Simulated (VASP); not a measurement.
A run of VASP 6.6.1:

File INCAR:

```
  PREC = Accurate
  ENCUT = 520
  EDIFF = 1E-6
  ISMEAR = -1
  SIGMA = 0.05
  LREAL = F
  LASPH = T
  NELM = 150
  ALGO = Normal
  ISIF = 2
  LWAVE = F
  LCHARG = T
  ISPIN = 2
  MAGMOM = 2 2 2 2
  LORBIT = 11
  LMAXMIX = 4
  LELF = T
  LVHAR = T
  NBANDS = 30
```

File KPOINTS:

```
regular mesh
0
Gamma
  12 12 4
```

POSCAR

```
Co
1.0
    2.4705617809      0.0000000000      0.0000000000
   -1.2352808905      2.1395692639      0.0000000000
    0.0000000000      0.0000000000      8.0882338000
Co
4
Direct
    0.6666666667      0.3333333333      0.7500000000
    0.0000000000      0.0000000000      0.5000000000
    0.3333333333      0.6666666667      0.2500000000
    0.0000000000      0.0000000000      0.0000000000
```

Potentials or basis: VASP PAW LDA potentials, release 64 (Co).

The run is started by

```console
$ cat potpaw_LDA.64/Co/POTCAR > POTCAR
$ mpirun -np 1 vasp_std > vasp.out
```

Hardware: 1 thread of Intel Xeon 8259CL, on a shared host.

Task: How long does it take, and how much memory?

Result: Run time: 2.7 min on 1 thread of Intel Xeon 8259CL, with other jobs on the host, peak memory 0.21 GiB. Counts: scf iterations 17, k points 57.
